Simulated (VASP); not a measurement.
Write the native input for VASP 6.6.1 that does the following.

* Task: single point
* Functional: PBE
* Potentials or basis: VASP PAW PBE potentials, release 64 (Y_sv, Mg, C)
* Cutoff: 520 eV
* k mesh: 6 × 6 × 2
* Occupations: gaussian, width 0.1 eV
* Spin: collinear spin, ferromagnetic start
* Starting moments: [0.0, 0.0, 0.0, 1.0, 1.0] μB
* Dipole correction: no
* Further INCAR settings: ALGO = Normal; EDIFF = 1e-07; NBANDS = 28

The structure of Y2MgC2 lies in POSCAR:

```
Y2MgC2
1.0
    3.2421031100      0.0000000000      0.0000000000
   -1.6210515600      2.8077436600      0.0000000000
    0.0000000000      0.0000000000      8.4766730300
Y Mg C
2 1 2
Direct
    0.3333333300      0.6666666700      0.1410000000
    0.6666666700      0.3333333300      0.8590000000
    0.0000000000      0.0000000000      0.0000000000
    0.3333333300      0.6666666700      0.6670000000
    0.6666666700      0.3333333300      0.3330000000
```

The input as run:

INCAR

```
  ALGO = Normal
  EDIFF = 1E-7
  ENCUT = 520
  GGA = PE
  ISIF = 2
  ISMEAR = 0
  ISPIN = 2
  LASPH = True
  LCHARG = False
  LMAXMIX = 4
  LORBIT = 11
  LREAL = False
  LWAVE = False
  MAGMOM = 0 0 0 1 1
  NBANDS = 28
  NELM = 150
  PREC = Accurate
  SIGMA = 0.1
```

KPOINTS

```
k-points
0
Gamma
  6 6 2
```

Potentials or basis: VASP PAW PBE potentials, release 64 (Y_sv, Mg, C).

Run with:

```sh
$ cat potpaw_PBE.64/Y_sv/POTCAR potpaw_PBE.64/Mg/POTCAR potpaw_PBE.64/C/POTCAR > POTCAR
$ mpirun -np 1 vasp_std > vasp.out
```

Results of the run:

```json
{"Pressure": "56.6 GPa", "Largest force": "13.569 eV/Å", "Net moment": "0.80 μB per cell", "Site moments": "Y +0.07; Mg -0.00; C +0.19 μB", "Valence electrons inside the program's atomic spheres": "Y 11.10; Mg 0.94; C 2.08"}
```

Caveat: the k points lie up to 0.37 Å⁻¹ apart; forces of over 1 eV/Å act on the atoms, so gaps and moduli don't describe the material at rest.

Run time: 70 s on 1 thread of Intel(R) Xeon(R) Platinum 8488C (Sapphire Rapids) (shared host), peak memory 0.25 GiB.
